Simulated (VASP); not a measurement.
Set up this calculation in VASP 6.6.1, as the native input.

| Quantity | Value |
| --- | --- |
| Task | single point |
| Functional | r2SCAN |
| Potentials or basis | VASP PAW PBE potentials, release 64 (Al, N) |
| Cutoff | 520 eV |
| k mesh | 10 × 10 × 10 |
| Occupations | gaussian, width 0.05 eV |
| Spin | no spin polarisation |
| Dipole correction | no |
| Further INCAR settings | ALGO = Normal; EDIFF = 1e-07; NBANDS = 11 |

AlN:

```
Al N
1.0
     0.03277    2.18490    2.18490
     2.18490    0.03277    2.18490
     2.21767    2.21767    0.00000
Al N
1 1
Direct
  0.00000 0.00000 0.00000
  0.75000 0.75000 0.75000
```

This cell differs from its parent crystal: strain +0.0300 x Voigt [0, 0, 0, 0, 0, 1].

The input as run:

POSCAR

```
AlN
1.0
    0.0327735094      2.1849006282      2.1849006282
    2.1849006282      0.0327735094      2.1849006282
    2.2176741376      2.2176741376      0.0000000000
Al N
1 1
Direct
    0.0000000000      0.0000000000      0.0000000000
    0.7500000000      0.7500000000      0.7500000000
```

INCAR.step1

```
SYSTEM = AlN
ALGO = Normal
EDIFF = 1E-4
ENCUT = 520
GGA = PE
ISMEAR = 0
LASPH = .True.
LCHARG = .False.
LREAL = .False.
LWAVE = .True.
NBANDS = 11
NELM = 100
PREC = Accurate
SIGMA = 0.05
```

INCAR.step2

```
SYSTEM = AlN
ALGO = Normal
EDIFF = 1E-7
ENCUT = 520
ISIF = 2
ISMEAR = 0
ISTART = 1
LASPH = .True.
LCHARG = .False.
LMIXTAU = .True.
LREAL = .False.
LWAVE = .False.
METAGGA = R2SCAN
NBANDS = 11
NELM = 100
PREC = Accurate
SIGMA = 0.05
```

KPOINTS

```
k-points
0
Gamma
  10 10 10
  0 0 0
```

Potentials or basis: VASP PAW PBE potentials, release 64 (Al, N).

Run with:

```console
$ cat potpaw_PBE.64/Al/POTCAR potpaw_PBE.64/N/POTCAR > POTCAR
$ cp INCAR.step1 INCAR
$ mpirun -np 1 vasp_std > vasp.out
$ cp INCAR.step2 INCAR
$ mpirun -np 1 vasp_std > vasp.out
```

Results of the run:

```
Pressure               : -0.2 GPa
Largest force          : 0.263 eV/Å
Band gap on the k mesh : 3.83 eV, indirect (least direct gap 4.78 eV)
```

Caveat: the cell differs from its parent crystal (strain +0.0300 x Voigt [0, 0, 0, 0, 0, 1]); the PAW data sets were made with another functional, which shifts forces and pressure a little.

It took 89 s on 1 thread of Intel Xeon 8259CL, on a shared host, peak memory 0.16 GiB.
